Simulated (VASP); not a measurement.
# Li4Nb4O11 (a cell with a defect) in VASP: a series of runs

Runs on Li4Nb4O11 (a cell with a defect). Level: PBE. Tasks: single point.

Everything below comes from runs of VASP 6.6.1. Logs are shortened: lines on timing, memory, paths and dates and some standing lists are left out, and cuts for length are marked.

**1. The cell of the first run**

The cell holds a defect, 19 atoms: a = 5.223 Å, b = 5.499 Å, c = 7.584 Å, α = 94.07°, β = 90.00°, γ = 90.00°.

**2. Single point, PBE (atom 18 moved 0.875 of the way to it and -0.175 Å across, host rigid)**

INCAR reads:

```
  ALGO = Normal
  EDIFF = 1E-7
  ENCUT = 520
  GGA = PE
  ISIF = 2
  ISMEAR = 0
  LASPH = T
  LCHARG = F
  LREAL = Auto
  LWAVE = F
  NBANDS = 80
  NELECT = 128.0
  NELM = 60
  PREC = Accurate
  SIGMA = 0.05
```

KPOINTS reads:

```
k-points
0
Gamma
  4 4 4
```

POSCAR reads:

```
Li4Nb4O11
1.0
    5.2231019317      0.0000000000      0.0000000000
    0.0000000000      3.0155593063     -4.5984613597
    0.0000000000      6.0311186126      4.5984613597
Li Nb O
4 4 11
Direct
    0.0000000000      0.5000000000      0.2500000000
    0.5000000000      0.0000000000      0.7500000000
    0.0000000000      0.5000000000      0.7500000000
    0.5000000000      0.0000000000      0.2500000000
    0.5000000000      0.5000000000      0.5000000000
    0.0000000000      0.0000000000      0.0000000000
    0.0000000000      0.0000000000      0.5000000000
    0.5000000000      0.5000000000      0.0000000000
    0.8803293659      0.0000000000      0.2500000000
    0.3803293659      0.5000000000      0.7500000000
    0.8098353170      0.6901646830      0.9401646830
    0.8098353170      0.3098353170      0.5598353170
    0.3098353170      0.8098353170      0.0598353170
    0.1196706341      0.0000000000      0.7500000000
    0.6196706341      0.5000000000      0.2500000000
    0.6901646830      0.8098353170      0.5598353170
    0.1901646830      0.3098353170      0.0598353170
    0.2622050805      1.1347192216      0.4401646830
    0.6901646830      0.1901646830      0.9401646830
```

Potentials or basis: VASP PAW PBE potentials, release 64 (Li_sv, Nb_sv, O).

Launch:

```
> cat potpaw_PBE.64/Li_sv/POTCAR potpaw_PBE.64/Nb_sv/POTCAR potpaw_PBE.64/O/POTCAR > POTCAR
> mpirun -np 1 vasp_std > vasp.out
```

OUTCAR:

```text
EDIFF = 1E-7
   ENCUT = 520
   GGA = PE
   ISIF = 2
   ISMEAR = 0
   LASPH = T
   LREAL = Auto
   NELECT = 128.0
   NELM = 60
   PREC = Accurate

 ion  position               nearest neighbor table
   1  0.000  0.500  0.250-  15 1.99  17 1.99
   2  0.500  0.000  0.750-  14 1.99  16 1.99  19 1.99
   3  0.000  0.500  0.750-  10 1.99  11 1.99  12 1.99
   4  0.500  0.000  0.250-   9 1.99  13 1.99  18 2.00
   5  0.500  0.500  0.500-  12 2.00  16 2.00  15 2.00  10 2.00  18 2.38
   6  0.000  0.000  0.000-  13 2.00  19 2.00  17 2.00  11 2.00   9 2.00  14 2.00
   7  0.000  0.000  0.500-  18 1.64  16 2.00  12 2.00   9 2.00  14 2.00
   8  0.500  0.500  0.000-  11 2.00  17 2.00  13 2.00  19 2.00  10 2.00  15 2.00
   9  0.880  0.000  0.250-   4 1.99   6 2.00   7 2.00
  10  0.380  0.500  0.750-   3 1.99   5 2.00   8 2.00
  11  0.810  0.690  0.940-   3 1.99   8 2.00   6 2.00
  12  0.810  0.310  0.560-   3 1.99   5 2.00   7 2.00
  13  0.310  0.810  0.060-   4 1.99   6 2.00   8 2.00
  14  0.120  0.000  0.750-   2 1.99   6 2.00   7 2.00
  15  0.620  0.500  0.250-   1 1.99   5 2.00   8 2.00
  16  0.690  0.810  0.560-   2 1.99   7 2.00   5 2.00
  17  0.190  0.310  0.060-   1 1.99   8 2.00   6 2.00
  18  0.262  0.135  0.440-   7 1.64   4 2.00   5 2.38
  19  0.690  0.190  0.940-   2 1.99   6 2.00   8 2.00

  LATTYP: Found a simple monoclinic cell.
 ALAT       =     5.4990403532
 B/A-ratio  =     0.9498206225
 C/A-ratio  =     1.3791878824
 COS(beta)  =    -0.0709408676

  Lattice vectors:

 A1 = (   0.0000000000,   3.0155593063,  -4.5984613597)
 A2 = (  -5.2231019317,   0.0000000000,   0.0000000000)
 A3 = (   0.0000000000,   6.0311186126,   4.5984613597)

Analysis of symmetry for initial positions (statically):
=====================================================================
 Subroutine PRICEL returns:
 Original cell was already a primitive cell.

 Routine SETGRP: Setting up the symmetry group for a
 simple monoclinic supercell.

 Subroutine GETGRP returns: Found  1 space group operations
 (whereof  1 operations were pure point group operations)
 out of a pool of  4 trial point group operations.

The static configuration has the point symmetry C_1 .

Analysis of symmetry for dynamics (positions and initial velocities):
=====================================================================
 Subroutine PRICEL returns:
 Original cell was already a primitive cell.

 Routine SETGRP: Setting up the symmetry group for a
 simple monoclinic supercell.

 Subroutine GETGRP returns: Found  1 space group operations
 (whereof  1 operations were pure point group operations)
 out of a pool of  4 trial point group operations.

The dynamic configuration has the point symmetry C_1 .

[... 143 lines left out ...]
   NELECT =     128.0000    total number of electrons
   NUPDOWN=      -1.0000    fix difference up-down
   EMIN   =  10.00;   EMAX   =-10.00  energy-range for DOS
   EFERMI =   0.00;   METHOD = LEGACY
   ISMEAR =     0;   SIGMA  =   0.05  broadening in eV -4-tet -1-fermi 0-gaus
   EFERMI_NEDOS =   21; number of points for ismear=-14 and -15
   IALGO  =     38    algorithm
   IMIX   =      4    mixing-type and parameters
     AMIX     =   0.40;   BMIX     =  1.00
     AMIX_MAG =   1.60;   BMIX_MAG =  1.00
  volume/ion in A,a.u.               =      11.44        77.17
  Fermi-wavevector in a.u.,A,eV,Ry     =   1.372360  2.593385 25.624837  1.883372
  Thomas-Fermi vector in A             =   2.497974
   LORBIT       =      0    0 simple, 1 ext, 2 COOP (PROOUT), +10 PAW based schemes
   GGA     = PE    functional components
   LHFCALC =     F    Hartree Fock is set to
   AEXX    =    0.0000 exact exchange contribution
   IVDW    =     0    specifies the selected vdW correction
   LEPSILON=     F    determine dielectric tensor
   LRPA    =     F    only Hartree local field effects (RPA)
 non-spin polarized calculation
 Gauss-broadening in eV      SIGMA  =   0.05
  energy-cutoff  :      520.00
  volume of cell :      217.29
 maximum number of plane-waves:      5888
 NGX is ok and might be reduce to    40
   NGX = 19   NGY = 21   NGZ = 29

 number of electron     127.9999974 magnetization

 Free energy of the ion-electron system (eV)
  ---------------------------------------------------
  ext. energy  EPLUGINS =         0.00000000
  ---------------------------------------------------
  free energy    TOTEN  =      -157.66176361 eV

  energy without entropy =     -157.66176361  energy(sigma->0) =     -157.66176361

 E-fermi :   4.1872     XC(G=0): -10.2956

 val. band max:        3.9494230329   @ k =   0.2500   0.0000   0.5000
 cond. band min:       4.4237869637   @ k =   0.0000   0.0000   0.5000
 fundamental gap:      0.4743639309
 Fermi energy:         4.1871981547

 k-point     1 :       0.0000    0.0000    0.0000
  band No.  band energies     occupation
      1     -52.3329      2.00000
      2     -51.1933      2.00000
      3     -50.6648      2.00000
      4     -50.5086      2.00000
      5     -40.2727      2.00000
      6     -39.1361      2.00000
[... 1885 lines left out ...]
     75       8.3641      0.00000
     76       8.6073      0.00000

 [... further k-points ...]

 [bands above 76 left out]

------------------------ aborting loop because EDIFF is reached ----------------------------------------

  FORCE on cell =-STRESS in cart. coord.  units (eV):
  Direction    XX          YY          ZZ          XY          YZ          ZX
  --------------------------------------------------------------------------------------
  -------------------------------------------------------------------------------------
  Total       -8.7255058    -22.0897518    -17.3797936      0.9693521      0.0110705     -6.9063414
  in kB      -64.3385134   -162.8813076   -128.1518927      7.1476284      0.0816298    -50.9246972
  external PRESSURE =    -118.4572379 kB  Pullay stress =       0.0000000 kB

 VOLUME and BASIS-vectors are now :
 -----------------------------------------------------------------------------
  energy-cutoff  :      520.00
  volume of cell :      217.29
      direct lattice vectors                 reciprocal lattice vectors
     5.223101932  0.000000000  0.000000000     0.191457110  0.000000000  0.000000000
     0.000000000  3.015559306 -4.598461360     0.000000000  0.110537814 -0.144976029
     0.000000000  6.031118613  4.598461360     0.000000000  0.110537814  0.072488014

 POSITION                                       TOTAL-FORCE (eV/Angst)
 -----------------------------------------------------------------------------------
      0.00000      3.01556     -1.14962        -0.610425     -1.306509     -0.422413
      2.61155      4.52334      3.44885         0.022567      0.467237      0.315550
      0.00000      6.03112      1.14962        -0.266295      0.672263      0.573439
      2.61155      1.50778      1.14962         0.279091     -0.571470     -0.461469
      2.61155      4.52334      0.00000         5.496079      1.244077      1.699905
      0.00000      0.00000      0.00000        -0.311641     -0.146557     -0.043487
[... 11 lines left out ...]
      1.36952      3.06094      1.40458         9.563079      0.774250     -5.968691
      3.60480      6.24370      3.44885        -0.024407      0.218034     -0.249329
 -----------------------------------------------------------------------------------
    total drift:                                0.001154      0.005480     -0.006929

  FREE ENERGIE OF THE ION-ELECTRON SYSTEM (eV)
  ---------------------------------------------------
  free  energy   TOTEN  =      -157.6617636133 eV

  energy  without entropy=     -157.6617636133  energy(sigma->0) =     -157.66176361
```

OSZICAR:

```text
N       E                     dE             d eps       ncg     rms          rms(c)
DAV:   1     0.148452030890E+04    0.14845E+04   -0.67754E+04  5760   0.168E+03
DAV:   2    -0.279341958609E+02   -0.15125E+04   -0.14416E+04  7040   0.602E+02
DAV:   3    -0.182008332019E+03   -0.15407E+03   -0.15249E+03  8496   0.175E+02
DAV:   4    -0.194200134782E+03   -0.12192E+02   -0.12151E+02 10648   0.451E+01
DAV:   5    -0.195248107831E+03   -0.10480E+01   -0.10470E+01  8952   0.937E+00    0.384E+01
DAV:   6    -0.158371171087E+03    0.36877E+02   -0.17093E+02  7744   0.570E+01    0.145E+01
DAV:   7    -0.157945375937E+03    0.42580E+00   -0.18584E+01  8864   0.185E+01    0.737E+00
DAV:   8    -0.157778920922E+03    0.16646E+00   -0.23003E+00  9528   0.731E+00    0.421E+00
DAV:   9    -0.157658395632E+03    0.12053E+00   -0.71559E-01  8344   0.445E+00    0.143E+00
DAV:  10    -0.157661644250E+03   -0.32486E-02   -0.88512E-02  8336   0.150E+00    0.684E-01
DAV:  11    -0.157660870833E+03    0.77342E-03   -0.19884E-02  8584   0.715E-01    0.187E-01
DAV:  12    -0.157661564054E+03   -0.69322E-03   -0.30184E-03  8728   0.261E-01    0.841E-02
DAV:  13    -0.157661713856E+03   -0.14980E-03   -0.54536E-04  8704   0.978E-02    0.392E-02
DAV:  14    -0.157661751193E+03   -0.37337E-04   -0.84261E-05  8248   0.502E-02    0.162E-02
DAV:  15    -0.157661761550E+03   -0.10357E-04   -0.19814E-05  7544   0.203E-02    0.855E-03
DAV:  16    -0.157661763490E+03   -0.19398E-05   -0.64485E-06  7608   0.109E-02    0.335E-03
DAV:  17    -0.157661763591E+03   -0.10093E-06   -0.13859E-06  8560   0.586E-03    0.166E-03
DAV:  18    -0.157661763613E+03   -0.22304E-07   -0.22430E-07  4976   0.246E-03
   1 F= -.15766176E+03 E0= -.15766176E+03  d E =-.222467E-12
```

It took 33 min on 1 thread of AMD EPYC 7R13, shared host; peak memory 0.5 GiB.

Results:

```
Free energy   : -157.6618 eV
Largest force : 11.299 eV/Å
```

Forces on the atoms (eV/Å):
```
Li  -0.610 -1.307 -0.422
Li   0.023  0.467  0.316
Li  -0.266  0.672  0.573
Li   0.279 -0.571 -0.461
Nb   5.496  1.244  1.700
Nb  -0.312 -0.147 -0.043
Nb  -8.200  2.106  2.039
Nb   0.249 -0.285 -0.168
O   -0.142  0.350  1.328
O   -0.352 -2.505 -1.862
O   -0.286 -0.003  0.192
O   -1.625  0.168 -1.118
O    0.041  0.067  0.428
O   -0.023 -1.351 -0.166
O   -1.157  2.007  1.560
O   -2.788 -2.270  2.311
O    0.135  0.364  0.012
O    9.563  0.774 -5.969
O   -0.024  0.218 -0.249
```

Levels at points of the mesh, in eV from the Fermi level:
```
           k point  band 60  band 61  band 62  band 63  band 64  band 65  band 66  band 67  band 68  band 69
(0.00, 0.00, 0.00)    -0.98    -0.93    -0.44    -0.43    -0.33     0.27     0.97     1.47     1.70     2.29
(0.50, 0.00, 0.00)    -1.10    -0.98    -0.80    -0.41    -0.32     1.04     1.49     1.69     2.00     2.40
(0.00, 0.50, 0.00)    -1.09    -1.02    -0.83    -0.41    -0.40     1.20     1.41     1.63     2.12     2.40
(0.50, 0.50, 0.00)    -1.09    -0.97    -0.93    -0.85    -0.81     0.46     1.26     1.48     1.62     2.29
(0.00, 0.00, 0.50)    -1.02    -0.90    -0.42    -0.38    -0.27     0.24     0.95     1.98     2.25     2.46
(0.50, 0.00, 0.50)    -0.82    -0.75    -0.64    -0.41    -0.31     0.97     1.53     1.94     2.36     2.71
(0.00, 0.50, 0.50)    -0.86    -0.77    -0.71    -0.41    -0.38     1.12     1.35     1.98     2.37     2.73
(0.50, 0.50, 0.50)    -1.19    -0.99    -0.92    -0.89    -0.80     0.44     1.27     1.99     2.22     2.83
```

Caveat: the cell carries a net charge on a neutralising background, which shifts energy and pressure; the cell differs from its parent crystal (atom 18 moved 0.875 of the way to it and -0.175 Å across, host rigid); the cell is charged against a uniform background, so pressure and absolute levels hang on convention; the cutoff is under 1.25 times the usual one of these potentials, so pressure, stress and relaxed cells hold a basis-set (Pulay) error.

[end of part 1 of 3]
